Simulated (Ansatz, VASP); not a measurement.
**One calculation of V, two programs**

Contents of INCAR:

```
PREC     = Accurate       # precision mode
ENCUT    = 520            # plane-wave cutoff, eV
EDIFF    = 1E-8           # SCF threshold, eV
ISMEAR   = -1             # smearing method
SIGMA    = 0.03           # smearing width, eV
LREAL    = F              # projectors in reciprocal space
LASPH    = T              # aspherical terms in the spheres
NELM     = 150            # most SCF steps
ALGO     = Normal         # electronic algorithm
ISIF     = 2              # what is computed and relaxed
LWAVE    = F              # write WAVECAR
LCHARG   = F              # write CHGCAR
ISPIN    = 2              # spin polarisation
MAGMOM   = 1.5            # initial moments
LORBIT   = 11             # projections on sites
LMAXMIX  = 4              # l up to which the mixer works
GGA      = PE             # functional
LEFG     = T            
NBANDS   = 16             # bands
```

Contents of KPOINTS:

```
Automatic mesh
0
Gamma
  19 19 19
```

The input POSCAR:

```
V
1.0
   -1.5028453316      1.5028453316      1.5028453316
    1.5028453316     -1.5028453316      1.5028453316
    1.5028453316      1.5028453316     -1.5028453316
V
1
Direct
    0.0000000000      0.0000000000      0.0000000000
```

Input for Ansatz:

```yaml
crystal:
  lattice:
    - [-1.5028453316, 1.5028453316, 1.5028453316]
    - [1.5028453316, -1.5028453316, 1.5028453316]
    - [1.5028453316, 1.5028453316, -1.5028453316]
  atoms:
    - { symbol: V, position: [0.0, 0.0, 0.0], spin: 1.5 }
magnetization:
  spin_polarized: true
kpoints:
  mp_grid: { grid: [19, 19, 19] }
scf:
  occupations: { method: fermi_dirac, width: 0.03 }
hamiltonian:
  xc: pbe
  pseudopotentials: { kind: all_electron, datasets: crystal }
output:
  forces: true
  stress: true
  eigenvalues: true
  efg: { contact_densities: true }
```

Change from the starting cell: volume scaled by 0.98, crystal datasets.

Alike in both runs: task electric field gradients; functional PBE; k mesh 19 × 19 × 19; occupations fermi-dirac, width 0.03 eV; collinear spin.

|  | VASP | Ansatz |
| --- | --- | --- |
| version | VASP 6.6.1 | Ansatz 0.2.0 |
| potentials or method | VASP PAW PBE potentials, release 64 (V_sv), cutoff 520 eV | all-electron PAW with datasets made for the crystal, scalar-relativistic |

```csv
,VASP,Ansatz,Ansatz less VASP
pressure (GPa),-1.5,-1.8,-0.27
net moment per atom (μB),0.00,0.00,0.000
```

Ansatz ran all-electron here, and VASP with PAW potentials. Ansatz's warnings: seeded moment not kept.
